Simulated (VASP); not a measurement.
Wanted: the native input for a VASP 6.6.1 run.

| Property | Result |
| --- | --- |
| Task | single point |
| Functional | PBE |
| Potentials or basis | VASP PAW PBE potentials, release 64 (K_sv, I) |
| Cutoff | 520 eV |
| k mesh | 6 × 6 × 6 |
| Occupations | fermi-dirac, width 0.02 eV |
| Spin | no spin polarisation |
| Dipole correction | no |
| Further INCAR settings | ALGO = Normal; EDIFF = 1e-06; NBANDS = 15 |

The structure of KI lies in POSCAR:

```
KI
1.0
    4.2910851989      0.0000000000      0.0000000000
    0.0000000000      4.2910851989      0.0000000000
    0.0000000000      0.0000000000      4.2910851989
K I
1 1
Direct
    0.0000000000      0.0000000000      0.0000000000
    0.5000000000      0.5000000000      0.5000000000
```

The input as run:

INCAR

```
PREC = Accurate
ENCUT = 520
EDIFF = 1E-6
ISMEAR = -1
SIGMA = 0.02
LREAL = F
LASPH = T
NELM = 60
ALGO = Normal
ISIF = 2
LWAVE = F
LCHARG = T
GGA = PE
LELF = T
LVHAR = T
NBANDS = 15
```

KPOINTS

```
Automatic mesh
0
Gamma
  6 6 6
```

Potentials or basis: VASP PAW PBE potentials, release 64 (K_sv, I).

Launch:

```sh
$ cat potpaw_PBE.64/K_sv/POTCAR potpaw_PBE.64/I/POTCAR > POTCAR
$ mpirun -np 1 vasp_std > vasp.out
```

It gave:

```
Pressure               : 0.5 GPa
Band gap on the k mesh : 3.33 eV (least direct gap 3.69 eV)
```

Caveat: spin-orbit coupling is left out, which moves the levels of the heavy elements.

Run time: 26 s on 1 thread of Intel Xeon 8259CL (shared host), peak memory 0.19 GiB.
